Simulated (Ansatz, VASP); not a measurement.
# BeS: VASP beside Ansatz

File INCAR:

```
  ALGO = Normal
  EDIFF = 1E-6
  ENCUT = 520
  GGA = PS
  ISIF = 2
  ISMEAR = 0
  LASPH = True
  LCHARG = True
  LELF = True
  LREAL = False
  LVHAR = True
  LWAVE = False
  NBANDS = 11
  NELM = 60
  PREC = Accurate
  SIGMA = 0.05
```

The input KPOINTS:

```
k-points
0
Gamma
  10 10 10
```

The input POSCAR:

```
BeS
1.0
    0.0000000000      2.3177776077      2.4712417184
    2.4712417184      0.0000000000      2.4712417184
    2.4712417184      2.3177776077      0.0000000000
Be S
1 1
Direct
    0.0000000000      0.0000000000      0.0000000000
    0.7500000000      0.7500000000      0.7500000000
```

Input for Ansatz:

```yaml
crystal:
  lattice:
    - [0.0, 2.3177776077, 2.4712417184]
    - [2.4712417184, 0.0, 2.4712417184]
    - [2.4712417184, 2.3177776077, 0.0]
  atoms:
    - { symbol: Be, position: [0.0, 0.0, 0.0] }
    - { symbol: S, position: [0.75, 0.75, 0.75] }
basis:
  ecutwfc: 520.0
kpoints:
  mp_grid: { grid: [10, 10, 10] }
hamiltonian:
  xc: pbesol
scf:
  occupations: { method: gaussian, width: 0.05 }
output:
  forces: true
  stress: true
  eigenvalues: true
```

Alike in both runs: task single point; functional PBEsol; k mesh 10 × 10 × 10; occupations gaussian, width 0.05 eV; no spin polarisation.

```csv
,VASP,Ansatz
version,VASP 6.6.1,Ansatz 0.2.0
potentials or method,"VASP PAW PBE potentials, release 64 (Be, S), cutoff 520 eV","scalar-relativistic, plane waves, PAW"
valence electrons in the cell,8,8
```

Ansatz gave:

* gap on the k mesh at the Fermi level (eV): 2.40
* least direct gap on the mesh (eV): 5.35
* pressure (GPa): -0.1
* traceless stress, the component that is largest in VASP (GPa): 3.59

Question: What did VASP give for the same quantities?

Answer: gap on the k mesh at the Fermi level (eV): 2.40; least direct gap on the mesh (eV): 5.38; pressure (GPa): 0.1; traceless stress, the component that is largest in VASP (GPa): 3.57.

VASP's potentials were made for PBE, not for PBEsol. With one functional, cell and mesh, what is left measures potentials, basis and numerics.
